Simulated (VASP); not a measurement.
Write the native input for VASP 6.6.1 that does the following.

```
Task                   : electric field gradients
Functional             : LDA
Potentials or basis    : VASP PAW LDA potentials, release 64 (Sn_d)
Cutoff                 : 520 eV
k mesh                 : 9 × 9 × 9
Occupations            : fermi-dirac, width 0.03 eV
Spin                   : no spin polarisation
Dipole correction      : no
Further INCAR settings : ALGO = Normal; EDIFF = 1e-08; NBANDS = 21
```

The structure of Sn lies in POSCAR:

```
Sn
1.0
    0.0000000000      3.2456000000      3.2131440000
    3.2456000000      0.0000000000      3.2131440000
    3.2456000000      3.2456000000      0.0000000000
Sn
2
Direct
    0.5000000000      0.5000000000      0.5000000000
    0.7500000000      0.7500000000      0.7500000000
```

This cell differs from its parent crystal: zz strain of -1 %.

One way to write it, as run:

INCAR

```
SYSTEM = Sn
  ALGO = Normal
  EDIFF = 1E-8
  ENCUT = 520
  ISIF = 2
  ISMEAR = -1
  LASPH = .TRUE.
  LCHARG = .FALSE.
  LEFG = .TRUE.
  LREAL = .FALSE.
  LWAVE = .FALSE.
  NBANDS = 21
  NELM = 60
  PREC = Accurate
  SIGMA = 0.03
```

KPOINTS

```
k-points
0
G
  9 9 9
  0 0 0
```

Potentials or basis: VASP PAW LDA potentials, release 64 (Sn_d).

The run is started by

```sh
$ cat potpaw_LDA.64/Sn_d/POTCAR > POTCAR
$ mpirun -np 1 vasp_std > vasp.out
```

It gave:

The pressure is 0.1 GPa and the band gap on the k mesh is zero (band 14 reaches 5.53 eV, above the bottom of band 15 at 5.40 eV).

Caveat: the cell differs from its parent crystal (zz strain of -1 %); without QUAD_EFG the Cq values of the log hold for a quadrupole moment of 1 mb, not for the nuclei; spin-orbit coupling is left out, which moves the levels of the heavy elements.

It took 68 s on 1 thread of Intel(R) Xeon(R) Platinum 8488C (Sapphire Rapids) (shared host), peak memory 0.22 GiB.
